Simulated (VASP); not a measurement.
# NaCaI3 (Pm-3m) in VASP: further runs, part 2 of 2

VASP 6.6.1. Earlier steps stand in the parts before.

### Step 3. Single point, PBE (49.19 Å³/atom)

This run uses another cell than the first one, of 49.19 Å³/atom.

INCAR reads:

```
PREC     = Accurate       # precision mode
ENCUT    = 520            # plane-wave cutoff, eV
EDIFF    = 1E-6           # SCF threshold, eV
ISMEAR   = 0              # smearing method
SIGMA    = 0.01           # smearing width, eV
LREAL    = False          # projectors in reciprocal space
LASPH    = True           # aspherical terms in the spheres
NELM     = 100            # most SCF steps
ALGO     = Normal         # electronic algorithm
ISIF     = 2              # what is computed and relaxed
LWAVE    = False          # write WAVECAR
LCHARG   = False          # write CHGCAR
GGA      = PE             # functional
NBANDS   = 27             # bands
```

KPOINTS reads:

```
regular mesh
0
Gamma
  4 4 4
```

POSCAR reads:

```
NaCaI3
1.0
    6.2654312930      0.0000000000      0.0000000000
    0.0000000000      6.2654312930      0.0000000000
    0.0000000000      0.0000000000      6.2654312930
Na Ca I
1 1 3
Direct
    0.0000000000      0.0000000000      0.0000000000
    0.5000000000      0.5000000000      0.5000000000
    0.5000000000      0.5000000000      0.0000000000
    0.5000000000      0.0000000000      0.5000000000
    0.0000000000      0.5000000000      0.5000000000
```

Potentials or basis: VASP PAW PBE potentials, release 64 (Na_pv, Ca_sv, I).

Started as:

```console
$ cat potpaw_PBE.64/Na_pv/POTCAR potpaw_PBE.64/Ca_sv/POTCAR potpaw_PBE.64/I/POTCAR > POTCAR
$ mpirun -np 1 vasp_std > vasp.out
```

OUTCAR:

```text
PREC = Accurate
   ENCUT = 520
   EDIFF = 1E-6
   ISMEAR = 0
   LREAL = False
   LASPH = True
   NELM = 100
   ISIF = 2
   GGA = PE

 ion  position               nearest neighbor table
   1  0.000  0.000  0.000-
   2  0.500  0.500  0.500-   3 3.13   4 3.13   5 3.13   3 3.13   4 3.13   5 3.13
   3  0.500  0.500  0.000-   2 3.13   2 3.13
   4  0.500  0.000  0.500-   2 3.13   2 3.13
   5  0.000  0.500  0.500-   2 3.13   2 3.13

  LATTYP: Found a simple cubic cell.
 ALAT       =     6.2654312930

  Lattice vectors:

 A1 = (   6.2654312930,   0.0000000000,   0.0000000000)
 A2 = (   0.0000000000,   6.2654312930,   0.0000000000)
 A3 = (   0.0000000000,   0.0000000000,   6.2654312930)

Analysis of symmetry for initial positions (statically):
=====================================================================
 Subroutine PRICEL returns:
 Original cell was already a primitive cell.

 Routine SETGRP: Setting up the symmetry group for a
 simple cubic supercell.

 Subroutine GETGRP returns: Found 48 space group operations
 (whereof 48 operations were pure point group operations)
 out of a pool of 48 trial point group operations.

The static configuration has the point symmetry O_h .

Analysis of symmetry for dynamics (positions and initial velocities):
=====================================================================
 Subroutine PRICEL returns:
 Original cell was already a primitive cell.

 Routine SETGRP: Setting up the symmetry group for a
 simple cubic supercell.

 Subroutine GETGRP returns: Found 48 space group operations
 (whereof 48 operations were pure point group operations)
 out of a pool of 48 trial point group operations.

The dynamic configuration has the point symmetry O_h .

[... 104 lines left out ...]
   ISMEAR =     0;   SIGMA  =   0.01  broadening in eV -4-tet -1-fermi 0-gaus
   EFERMI_NEDOS =   21; number of points for ismear=-14 and -15
   IALGO  =     38    algorithm
   IMIX   =      4    mixing-type and parameters
     AMIX     =   0.40;   BMIX     =  1.00
     AMIX_MAG =   1.60;   BMIX_MAG =  1.00
  volume/ion in A,a.u.               =      49.19       331.96
  Fermi-wavevector in a.u.,A,eV,Ry     =   0.878453  1.660035 10.499333  0.771679
  Thomas-Fermi vector in A             =   1.998541
   LORBIT       =      0    0 simple, 1 ext, 2 COOP (PROOUT), +10 PAW based schemes
   GGA     = PE    functional components
   LHFCALC =     F    Hartree Fock is set to
   AEXX    =    0.0000 exact exchange contribution
   IVDW    =     0    specifies the selected vdW correction
   LEPSILON=     F    determine dielectric tensor
   LRPA    =     F    only Hartree local field effects (RPA)
 non-spin polarized calculation
 Gauss-broadening in eV      SIGMA  =   0.01
  energy-cutoff  :      520.00
  volume of cell :      245.95
 maximum number of plane-waves:      6704
 NGX is ok and might be reduce to    48
   NGX = 23   NGY = 23   NGZ = 23

 number of electron      38.0000017 magnetization

 Free energy of the ion-electron system (eV)
  ---------------------------------------------------
  ext. energy  EPLUGINS =         0.00000000
  ---------------------------------------------------
  free energy    TOTEN  =       -14.24641676 eV

  energy without entropy =      -14.24641676  energy(sigma->0) =      -14.24641676

 E-fermi :   0.1302     XC(G=0):  -6.6931

 val. band max:        0.0765316258   @ k =   0.5000   0.5000   0.5000
 cond. band min:       2.4874363214   @ k =   0.0000   0.0000   0.0000
 fundamental gap:      2.4109046956
 Fermi energy:         0.1301865788

 k-point     1 :       0.0000    0.0000    0.0000
  band No.  band energies     occupation
      1     -40.0654      2.00000
      2     -24.7350      2.00000
      3     -24.7350      2.00000
      4     -24.7350      2.00000
      5     -21.0701      2.00000
      6     -21.0701      2.00000
[... 289 lines left out ...]
     26       5.6103      0.00000
     27       6.8099      0.00000

------------------------ aborting loop because EDIFF is reached ----------------------------------------

  FORCE on cell =-STRESS in cart. coord.  units (eV):
  Direction    XX          YY          ZZ          XY          YZ          ZX
  --------------------------------------------------------------------------------------
  -------------------------------------------------------------------------------------
  Total       -1.1249401     -1.1249401     -1.1249401      0.0000000      0.0000000      0.0000000
  in kB       -7.3280271     -7.3280271     -7.3280271      0.0000000      0.0000000      0.0000000
  external PRESSURE =      -7.3280271 kB  Pullay stress =       0.0000000 kB

 VOLUME and BASIS-vectors are now :
 -----------------------------------------------------------------------------
  energy-cutoff  :      520.00
  volume of cell :      245.95
      direct lattice vectors                 reciprocal lattice vectors
     6.265431293  0.000000000  0.000000000     0.159605932  0.000000000  0.000000000
     0.000000000  6.265431293  0.000000000     0.000000000  0.159605932  0.000000000
     0.000000000  0.000000000  6.265431293     0.000000000  0.000000000  0.159605932

 POSITION                                       TOTAL-FORCE (eV/Angst)
 -----------------------------------------------------------------------------------
      0.00000      0.00000      0.00000         0.000000      0.000000      0.000000
      3.13272      3.13272      3.13272         0.000000      0.000000      0.000000
      3.13272      3.13272      0.00000         0.000000      0.000000      0.000000
      3.13272      0.00000      3.13272         0.000000      0.000000      0.000000
      0.00000      3.13272      3.13272         0.000000      0.000000      0.000000
 -----------------------------------------------------------------------------------
    total drift:                                0.000000     -0.000000     -0.000000

  FREE ENERGIE OF THE ION-ELECTRON SYSTEM (eV)
  ---------------------------------------------------
  free  energy   TOTEN  =       -14.2464167560 eV

  energy  without entropy=      -14.2464167560  energy(sigma->0) =      -14.24641676
```

stdout:

```text
POSCAR found type information on POSCAR NaCaI
 POSCAR found :  3 types and       5 ions
 scaLAPACK will be used
 LDA part: xc-table for (Slater+PW92), standard interpolation
 POSCAR, INCAR and KPOINTS ok, starting setup
 FFT: planning ... GRIDC
 FFT: planning ... GRID_SOFT
 FFT: planning ... GRID
 WAVECAR not read
 entering main loop
```

Run time: 40 s. Hardware: 1 thread of Intel Xeon 6975P-C (Granite Rapids), shared host; peak memory 0.34 GiB.

What came out:

```yaml
Free_energy: -14.2464 eV
Pressure: -0.7 GPa
Band_gap_on_the_k_mesh: 2.41 eV (least direct gap 2.74 eV)
```

Levels at points of the mesh, in eV from the valence-band top:
```csv
k point,band 16,band 17,band 18,band 19,band 20,band 21,band 22,band 23
"(0.00, 0.00, 0.00)",-0.56,-0.33,-0.33,-0.33,2.41,3.80,3.80,3.80
"(0.50, 0.00, 0.00)",-0.92,-0.69,-0.41,-0.41,3.55,3.86,4.35,4.65
"(0.50, 0.50, 0.00)",-0.93,-0.90,-0.90,-0.01,3.57,4.63,4.72,4.72
"(0.50, 0.50, 0.50)",-1.28,0.00,0.00,0.00,2.81,5.14,5.14,5.14
```

Caveat: spin-orbit coupling is left out, which moves the levels of the heavy elements.

### Step 4. Single point, r2SCAN (43.22 Å³/atom)

This run uses another cell than the first one, of 43.22 Å³/atom.

POSCAR: that of step 3 with these lines changed.

```diff
@@ -2,5 +2,5 @@
 1.0
-    6.2654312930      0.0000000000      0.0000000000
-    0.0000000000      6.2654312930      0.0000000000
-    0.0000000000      0.0000000000      6.2654312930
+    6.0008443298      0.0000000000      0.0000000000
+    0.0000000000      6.0008443298      0.0000000000
+    0.0000000000      0.0000000000      6.0008443298
 Na Ca I
```

INCAR.step1 reads:

```
  PREC = Accurate
  ENCUT = 520
  ISMEAR = 0
  SIGMA = 0.01
  LREAL = F
  LASPH = T
  NELM = 60
  NBANDS = 27
  GGA = PE
  ALGO = Normal
  EDIFF = 1E-4
  LWAVE = T
  LCHARG = F
```

INCAR.step2 reads:

```
  PREC = Accurate
  ENCUT = 520
  EDIFF = 1E-6
  ISMEAR = 0
  SIGMA = 0.01
  LREAL = F
  LASPH = T
  NELM = 60
  ALGO = Normal
  ISIF = 2
  LWAVE = F
  LCHARG = T
  METAGGA = R2SCAN
  LMIXTAU = T
  LELF = T
  LVHAR = T
  NBANDS = 27
  ISTART = 1
```

KPOINTS is that of step 3.

Started as:

```console
$ cat potpaw_PBE.64/Na_pv/POTCAR potpaw_PBE.64/Ca_sv/POTCAR potpaw_PBE.64/I/POTCAR > POTCAR
$ cp INCAR.step1 INCAR
$ mpirun -np 1 vasp_std > vasp.out
$ cp INCAR.step2 INCAR
$ mpirun -np 1 vasp_std > vasp.out
```

It took 2.2 min on 1 thread of Intel Xeon 6975P-C (Granite Rapids), shared host; peak memory 0.39 GiB.

Results (log left out):

```yaml
Free_energy: -91.6752 eV
Pressure: 1.2 GPa
Band_gap_on_the_k_mesh: 3.04 eV (least direct gap 3.36 eV)
```

Levels at points of the mesh, in eV from the valence-band top:
| k point | band 17 | band 18 | band 19 | band 20 | band 21 | band 22 |
| --- | --- | --- | --- | --- | --- | --- |
| (0.00, 0.00, 0.00) | -0.37 | -0.37 | -0.37 | 3.04 | 4.21 | 4.21 |
| (0.50, 0.00, 0.00) | -0.92 | -0.49 | -0.49 | 4.30 | 4.51 | 5.02 |
| (0.50, 0.50, 0.00) | -1.18 | -1.18 | -0.01 | 4.50 | 5.50 | 5.50 |
| (0.50, 0.50, 0.50) | 0.00 | 0.00 | 0.00 | 3.36 | 5.99 | 5.99 |

Caveat: the PAW data sets were made with another functional, which shifts forces and pressure a little; spin-orbit coupling is left out, which moves the levels of the heavy elements. A k mesh can miss the band edges.

### Step 5. The runs side by side

```tsv
level	cell	gap on the mesh (eV)	pressure (GPa)
PBE	a = 6.206 Å, 5 atoms	2.41	-0.4
PBE	a = 6.265 Å, 5 atoms	2.41	-0.7
r2SCAN	a = 6.001 Å, 5 atoms	3.04	1.2
```

Alike in all rows: task single point; potentials or basis VASP PAW PBE potentials, release 64 (Na_pv, Ca_sv, I); no spin polarisation; k mesh 4 × 4 × 4; cutoff (eV) 520; smearing gaussian 0.01 eV.

Caveats: spin-orbit coupling is left out, which moves the levels of the heavy elements; the PAW data sets were made with another functional, which shifts forces and pressure a little (at least some runs).

Total energies depend on the potentials used, so only differences within one code and one set of settings carry meaning.
